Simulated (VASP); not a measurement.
# BP (sol) (I-4m2) in VASP: further runs

The runs below take BP (sol) through single point, with PBEsol.

Everything below comes from runs of VASP 6.6.1. Logs are shortened: lines on timing, memory, paths and dates and some standing lists are left out, and cuts for length are marked.

**1. The cell of the first run**

The structure is tetragonal, space group I-4m2 (No. 119). The conventional cell has a = 3.164 Å, b = 3.164 Å, c = 4.541 Å, α = 90.00°, β = 90.00°, γ = 90.00°. B (site symmetry -4m2) has 4 P at 1.95 Å within 2.6 Å. Within 2.6 Å of P (site symmetry -4m2) lie 4 B at 1.95 Å.

**2. Single point, PBEsol**

The input, INCAR:

```
  ALGO = Normal
  EDIFF = 1E-6
  ENCUT = 500
  GGA = PS
  GGA_COMPAT = False
  ISIF = 2
  ISMEAR = 0
  LASPH = True
  LCHARG = False
  LREAL = False
  LWAVE = False
  NBANDS = 11
  NELM = 120
  PREC = Accurate
  SIGMA = 0.01
```

The input, KPOINTS:

```
k-points
0
Gamma
  10 10 10
```

The input, POSCAR:

```
BP
1.0
    0.0000000000      2.2375332127      2.2706314825
    2.2375332127      0.0000000000      2.2706314825
    2.2375332127      2.2375332127      0.0000000000
B P
1 1
Direct
    0.0000000000      0.0000000000      0.0000000000
    0.2500000000      0.2500000000      0.2500000000
```

Potentials or basis: VASP PAW PBE potentials, release 64 (B, P).

Launch:

```
$ cat potpaw_PBE.64/B/POTCAR potpaw_PBE.64/P/POTCAR > POTCAR
$ mpirun -np 1 vasp_std > vasp.out
```

OUTCAR:

```text
EDIFF = 1E-6
   ENCUT = 500
   GGA = PS
   ISIF = 2
   ISMEAR = 0
   LASPH = True
   LREAL = False
   NELM = 120
   PREC = Accurate

 ion  position               nearest neighbor table
   1  0.000  0.000  0.000-   2 1.95   2 1.95   2 1.95   2 1.95
   2  0.250  0.250  0.250-   1 1.95   1 1.95   1 1.95   1 1.95

  LATTYP: Found a body centered tetragonal cell.
 ALAT       =     3.1643498157
 C/A-ratio  =     1.4351330382

  Lattice vectors:

 A1 = (  -2.2375332127,   0.0000000000,   2.2706314825)
 A2 = (   2.2375332127,   0.0000000000,   2.2706314825)
 A3 = (   0.0000000000,   2.2375332127,  -2.2706314825)

Analysis of symmetry for initial positions (statically):
=====================================================================
 Subroutine PRICEL returns:
 Original cell was already a primitive cell.

 Routine SETGRP: Setting up the symmetry group for a
 body centered tetragonal supercell.

 Subroutine GETGRP returns: Found  8 space group operations
 (whereof  8 operations were pure point group operations)
 out of a pool of 16 trial point group operations.

The static configuration has the point symmetry D_2d.

Analysis of symmetry for dynamics (positions and initial velocities):
=====================================================================
 Subroutine PRICEL returns:
 Original cell was already a primitive cell.

 Routine SETGRP: Setting up the symmetry group for a
 body centered tetragonal supercell.

 Subroutine GETGRP returns: Found  8 space group operations
 (whereof  8 operations were pure point group operations)
 out of a pool of 16 trial point group operations.

The dynamic configuration has the point symmetry D_2d.

 Subroutine INISYM returns: Found  8 space group operations
 (whereof  8 operations are pure point group operations),
 and found     1 'primitive' translations

----------------------------------------------------------------------------------------

                                     Primitive cell

  volume of cell :      22.7361

  direct lattice vectors                    reciprocal lattice vectors
     0.000000000  2.237533213  2.270631482    -0.223460370  0.223460370  0.220203060
     2.237533213  0.000000000  2.270631482     0.223460370 -0.223460370  0.220203060
     2.237533213  2.237533213  0.000000000     0.223460370  0.223460370 -0.220203060

  length of vectors
     3.187839740  3.187839740  3.164349816     0.385173288  0.385173288  0.385173288

  position of ions in fractional coordinates (direct lattice)
     0.000000000  0.000000000  0.000000000
     0.250000000  0.250000000  0.250000000

  ion indices of the primitive-cell ions
   primitive index   ion index
                 1           1
                 2           2

----------------------------------------------------------------------------------------

 KPOINTS: k-points

Automatic generation of k-mesh.
 Grid dimensions read from file:
 generate k-points for:   10   10   10

 Generating k-lattice:

  Cartesian coordinates                     Fractional coordinates (reciprocal lattice)
    -0.022346037  0.022346037  0.022020306     0.100000000 -0.000000000  0.000000000
     0.022346037 -0.022346037  0.022020306    -0.000000000  0.100000000  0.000000000
     0.022346037  0.022346037 -0.022020306     0.000000000  0.000000000  0.100000000

  Length of vectors
     0.038517329  0.038517329  0.038517329

  Shift w.r.t. Gamma in fractional coordinates (k-lattice)
     0.000000000  0.000000000  0.000000000

 Subroutine IBZKPT returns following result:
 ===========================================

 Found    102 irreducible k-points:

 Following reciprocal coordinates:
            Coordinates               Weight
  0.000000  0.000000  0.000000      1.000000
  0.100000 -0.000000  0.000000      8.000000
  0.200000 -0.000000  0.000000      8.000000
  0.300000  0.000000  0.000000      8.000000
  0.400000  0.000000  0.000000      8.000000
  0.500000 -0.000000  0.000000      4.000000
[... 16 lines left out ...]
  0.300000  0.300000  0.000000      2.000000
  0.400000  0.300000  0.000000      8.000000
 [... further k-points ...]
   k-points           NKPTS =    102   k-points in BZ     NKDIM =    102   number of bands    NBANDS=     11
   number of dos      NEDOS =    301   number of ions     NIONS =      2
   total plane-waves  NPLWV =  13824
   dimension x,y,z NGX =    24 NGY =   24 NGZ =   24
   dimension x,y,z NGXF=    48 NGYF=   48 NGZF=   48
   ions per type =               1   1
   NGX,Y,Z   is equivalent  to a cutoff of  12.52, 12.52, 12.61 a.u.
   NGXF,Y,Z  is equivalent  to a cutoff of  25.03, 25.03, 25.22 a.u.
 SYSTEM =  unknown system
   PREC   = accura    normal or accurate (medium, high low for compatibility)
   ISTART =      0    job   : 0-new  1-cont  2-samecut
   ICHARG =      2    charge: 1-file 2-atom 10-const
   ISPIN  =      1    spin polarized calculation?
   LNONCOLLINEAR =      F non collinear calculations
   LSORBIT =      F    spin-orbit coupling
   LASPH  =      T    aspherical Exc in radial PAW
   ENCUT  =  500.0 eV  36.75 Ry    6.06 a.u.   5.81  5.81  5.77*2*pi/ulx,y,z
   NELM   =    120;   NELMIN=  2; NELMDL= -5     # of ELM steps
   EDIFF  = 0.1E-05   stopping-criterion for ELM
   LREAL  =      F    real-space projection
   EDIFFG = 0.1E-04   stopping-criterion for IOM
   NSW    =      0    number of steps for IOM
   IBRION =     -1    ionic relax: 0-MD 1-quasi-New 2-CG
   NFREE  =      0    steps in history (QN), initial steepest desc. (CG)
   ISIF   =      2    stress and relaxation
   ISYM   =      2    0-nonsym 1-usesym 2-fastsym
   POTIM  = 0.5000    time-step for ionic-motion
   TEBEG  =    0.0;   TEEND  =   0.0 temperature during run
   PSTRESS=    0.0 pullay stress
   NELECT =       8.0000    total number of electrons
   NUPDOWN=      -1.0000    fix difference up-down
   EMIN   =  10.00;   EMAX   =-10.00  energy-range for DOS
   EFERMI =   0.00;   METHOD = LEGACY
   ISMEAR =     0;   SIGMA  =   0.01  broadening in eV -4-tet -1-fermi 0-gaus
   EFERMI_NEDOS =   21; number of points for ismear=-14 and -15
   IALGO  =     38    algorithm
   IMIX   =      4    mixing-type and parameters
     AMIX     =   0.40;   BMIX     =  1.00
     AMIX_MAG =   1.60;   BMIX_MAG =  1.00
  volume/ion in A,a.u.               =      11.37        76.72
  Fermi-wavevector in a.u.,A,eV,Ry     =   1.155756  2.184063 18.174291  1.335773
  Thomas-Fermi vector in A             =   2.292382
   LORBIT       =      0    0 simple, 1 ext, 2 COOP (PROOUT), +10 PAW based schemes
   GGA     = PS    functional components
   LHFCALC =     F    Hartree Fock is set to
   AEXX    =    0.0000 exact exchange contribution
   IVDW    =     0    specifies the selected vdW correction
   LEPSILON=     F    determine dielectric tensor
   LRPA    =     F    only Hartree local field effects (RPA)
 non-spin polarized calculation
 Gauss-broadening in eV      SIGMA  =   0.01
  energy-cutoff  :      500.00
  volume of cell :       22.74
 maximum number of plane-waves:       588
   NGX = 11   NGY = 11   NGZ = 11

 number of electron       8.0000001 magnetization

 Free energy of the ion-electron system (eV)
  ---------------------------------------------------
  ext. energy  EPLUGINS =         0.00000000
  ---------------------------------------------------
  free energy    TOTEN  =       -13.66720258 eV

  energy without entropy =      -13.66720258  energy(sigma->0) =      -13.66720258

 E-fermi :   7.8518     XC(G=0): -11.1609

 val. band max:        7.7803303473   @ k =   0.0000   0.0000   0.0000
 cond. band min:       8.7634497523   @ k =   0.4000   0.0000   0.4000
 fundamental gap:      0.9831194050
 Fermi energy:         7.8517957146

 k-point     1 :       0.0000    0.0000    0.0000
  band No.  band energies     occupation
      1      -8.0126      2.00000
      2       7.6321      2.00000
      3       7.7803      2.00000
      4       7.7803      2.00000
      5      11.1035      0.00000
      6      11.1035      0.00000
      7      11.1836      0.00000
      8      15.4850      0.00000
      9      19.1627      0.00000
     10      19.7270      0.00000
     11      20.1336      0.00000

 k-point     2 :       0.1000   -0.0000    0.0000
  band No.  band energies     occupation
      1      -7.8278      2.00000
      2       6.3941      2.00000
      3       7.3734      2.00000
      4       7.4800      2.00000
      5      11.5196      0.00000
      6      11.5295      0.00000
      7      11.6467      0.00000
      8      15.9741      0.00000
      9      19.0235      0.00000
     10      19.3606      0.00000
     11      19.7571      0.00000

 k-point     3 :       0.2000   -0.0000    0.0000
  band No.  band energies     occupation
      1      -7.2798      2.00000
      2       4.0006      2.00000
      3       6.7831      2.00000
      4       6.9189      2.00000
      5      11.8083      0.00000
      6      12.2839      0.00000
      7      12.3019      0.00000
      8      17.0359      0.00000
      9      18.4652      0.00000
     10      18.6589      0.00000
     11      20.6570      0.00000

 k-point     4 :       0.3000    0.0000    0.0000
  band No.  band energies     occupation
      1      -6.3968      2.00000
      2       1.5827      2.00000
      3       6.2690      2.00000
      4       6.4347      2.00000
      5      11.7405      0.00000
      6      12.5657      0.00000
      7      12.6331      0.00000
      8      17.7677      0.00000
      9      19.1638      0.00000
     10      19.1798      0.00000
     11      21.0051      0.00000
[... 239 lines left out ...]
 k-point    22 :      -0.2000    0.2000    0.0000
  band No.  band energies     occupation
      1      -6.0809      2.00000
      2       2.3523      2.00000
      3       3.3358      2.00000
      4       6.5589      2.00000
      5      12.3259      0.00000
      6      13.0716      0.00000
      7      14.0750      0.00000
      8      16.1421      0.00000
      9      17.2311      0.00000
     10      21.5001      0.00000
     11      23.8805      0.00000

 k-point    23 :       0.3000    0.3000    0.0000
  band No.  band energies     occupation
      1      -5.8819      2.00000
      2       2.7515      2.00000
      3       4.4925      2.00000
      4       4.4925      2.00000
      5       9.2579      0.00000
      6      11.5318      0.00000
      7      16.7352      0.00000
      8      16.7352      0.00000
      9      20.9658      0.00000
     10      22.3825      0.00000
     11      24.3085      0.00000

 k-point    24 :       0.4000    0.3000    0.0000
  band No.  band energies     occupation
      1      -5.0427      2.00000
      2       1.4259      2.00000
      3       3.5803      2.00000
      4       4.1984      2.00000
      5       9.5453      0.00000
      6      11.3145      0.00000
      7      17.3651      0.00000
      8      17.3819      0.00000
      9      21.8627      0.00000
     10      23.2161      0.00000
     11      24.9454      0.00000

 [... further k-points ...]
[... 5 lines left out ...]
  --------------------------------------------------------------------------------------
  -------------------------------------------------------------------------------------
  Total        0.5865233      0.5865233      0.0152862      0.0000000     -0.0000000      0.0000000
  in kB       41.3314126     41.3314126      1.0771940      0.0000000     -0.0000000      0.0000000
  external PRESSURE =      27.9133398 kB  Pullay stress =       0.0000000 kB

 VOLUME and BASIS-vectors are now :
 -----------------------------------------------------------------------------
  energy-cutoff  :      500.00
  volume of cell :       22.74
      direct lattice vectors                 reciprocal lattice vectors
     0.000000000  2.237533213  2.270631482    -0.223460370  0.223460370  0.220203060
     2.237533213  0.000000000  2.270631482     0.223460370 -0.223460370  0.220203060
     2.237533213  2.237533213  0.000000000     0.223460370  0.223460370 -0.220203060

 POSITION                                       TOTAL-FORCE (eV/Angst)
 -----------------------------------------------------------------------------------
      0.00000      0.00000      0.00000        -0.000000     -0.000000     -0.000000
      1.11877      1.11877      1.13532         0.000000      0.000000      0.000000
 -----------------------------------------------------------------------------------
    total drift:                               -0.000000     -0.000000      0.000000

  FREE ENERGIE OF THE ION-ELECTRON SYSTEM (eV)
  ---------------------------------------------------
  free  energy   TOTEN  =       -13.6672025813 eV

  energy  without entropy=      -13.6672025813  energy(sigma->0) =      -13.66720258
```

It took 8.4 s on 1 thread of Intel Xeon 6975P-C (Granite Rapids), shared host; peak memory 0.14 GiB.

What came out:

```yaml
Free_energy: -13.6672 eV
Pressure: 2.8 GPa
Band_gap_on_the_k_mesh: 0.98 eV, indirect (least direct gap 3.32 eV)
```

Caveat: the PAW data sets were made with another functional, which shifts forces and pressure a little. A k mesh can miss the band edges.

**3. Single point, PBEsol**

The input, INCAR:

```
SYSTEM = BP
ALGO = Normal
EDIFF = 1E-6
ENCUT = 500
GGA = PS
GGA_COMPAT = .FALSE.
ISIF = 2
ISMEAR = 0
LASPH = .TRUE.
LCHARG = .FALSE.
LREAL = .FALSE.
LWAVE = .FALSE.
NBANDS = 11
NELM = 120
PREC = Accurate
SIGMA = 0.01
```

The input, KPOINTS:

```
k-points
0
G
  10 10 10
  0 0 0
```

POSCAR is that of step 2.

Potentials or basis: VASP PAW PBE potentials, release 64 (B, P).

Launch:

```
$ cat potpaw_PBE.64/B/POTCAR potpaw_PBE.64/P/POTCAR > POTCAR
$ mpirun -np 1 vasp_std > vasp.out
```

OUTCAR:

```text
SYSTEM = BP
   EDIFF = 1E-6
   ENCUT = 500
   GGA = PS
   ISIF = 2
   ISMEAR = 0
   LASPH = .TRUE.
   LREAL = .FALSE.
   NELM = 120
   PREC = Accurate

 ion  position               nearest neighbor table
   1  0.000  0.000  0.000-   2 1.95   2 1.95   2 1.95   2 1.95
   2  0.250  0.250  0.250-   1 1.95   1 1.95   1 1.95   1 1.95

  LATTYP: Found a body centered tetragonal cell.
 ALAT       =     3.1643498157
 C/A-ratio  =     1.4351330382

  Lattice vectors:

 A1 = (  -2.2375332127,   0.0000000000,   2.2706314825)
[... 514 lines left out ...]
      7      17.3651      0.00000
      8      17.3819      0.00000
      9      21.8627      0.00000
     10      23.2161      0.00000
     11      24.9454      0.00000

 [... further k-points ...]
[... 5 lines left out ...]
  --------------------------------------------------------------------------------------
  -------------------------------------------------------------------------------------
  Total        0.5865233      0.5865233      0.0152862      0.0000000     -0.0000000      0.0000000
  in kB       41.3314126     41.3314126      1.0771940      0.0000000     -0.0000000      0.0000000
  external PRESSURE =      27.9133398 kB  Pullay stress =       0.0000000 kB

 VOLUME and BASIS-vectors are now :
 -----------------------------------------------------------------------------
  energy-cutoff  :      500.00
  volume of cell :       22.74
      direct lattice vectors                 reciprocal lattice vectors
     0.000000000  2.237533213  2.270631482    -0.223460370  0.223460370  0.220203060
     2.237533213  0.000000000  2.270631482     0.223460370 -0.223460370  0.220203060
     2.237533213  2.237533213  0.000000000     0.223460370  0.223460370 -0.220203060

 POSITION                                       TOTAL-FORCE (eV/Angst)
 -----------------------------------------------------------------------------------
      0.00000      0.00000      0.00000        -0.000000     -0.000000     -0.000000
      1.11877      1.11877      1.13532         0.000000      0.000000      0.000000
 -----------------------------------------------------------------------------------
    total drift:                               -0.000000     -0.000000      0.000000

  FREE ENERGIE OF THE ION-ELECTRON SYSTEM (eV)
  ---------------------------------------------------
  free  energy   TOTEN  =       -13.6672025813 eV

  energy  without entropy=      -13.6672025813  energy(sigma->0) =      -13.66720258
```

OSZICAR:

```text
N       E                     dE             d eps       ncg     rms          rms(c)
DAV:   1     0.808547369775E+01    0.80855E+01   -0.39202E+03  2244   0.640E+02
DAV:   2    -0.138400646885E+02   -0.21926E+02   -0.20645E+02  3055   0.108E+02
DAV:   3    -0.144316480372E+02   -0.59158E+00   -0.59033E+00  2805   0.155E+01
DAV:   4    -0.144337759523E+02   -0.21279E-02   -0.21276E-02  2571   0.112E+00
DAV:   5    -0.144337863952E+02   -0.10443E-04   -0.10443E-04  2781   0.768E-02    0.730E+00
DAV:   6    -0.137842236592E+02    0.64956E+00   -0.13689E+00  2562   0.504E+00    0.390E+00
DAV:   7    -0.136766076451E+02    0.10762E+00   -0.26401E-01  2792   0.252E+00    0.126E+00
DAV:   8    -0.136670041159E+02    0.96035E-02   -0.26386E-02  2632   0.920E-01    0.174E-01
DAV:   9    -0.136671415969E+02   -0.13748E-03   -0.68929E-04  2595   0.182E-01    0.107E-01
DAV:  10    -0.136671984535E+02   -0.56857E-04   -0.10549E-04  2534   0.627E-02    0.216E-02
DAV:  11    -0.136672022696E+02   -0.38160E-05   -0.57826E-06  2836   0.143E-02    0.270E-02
DAV:  12    -0.136672025813E+02   -0.31175E-06   -0.19537E-06  1709   0.639E-03
   1 F= -.13667203E+02 E0= -.13667203E+02  d E =-.744213E-27
```

Run time: 8.4 s. Hardware: 1 thread of Intel Xeon 6975P-C (Granite Rapids), shared host; peak memory 0.14 GiB.

What came out:

| Quantity | Value |
| --- | --- |
| Free energy | -13.6672 eV |
| Pressure | 2.8 GPa |
| Band gap on the k mesh | 0.98 eV, indirect (least direct gap 3.32 eV) |

Caveat: the PAW data sets were made with another functional, which shifts forces and pressure a little. A k mesh can miss the band edges.
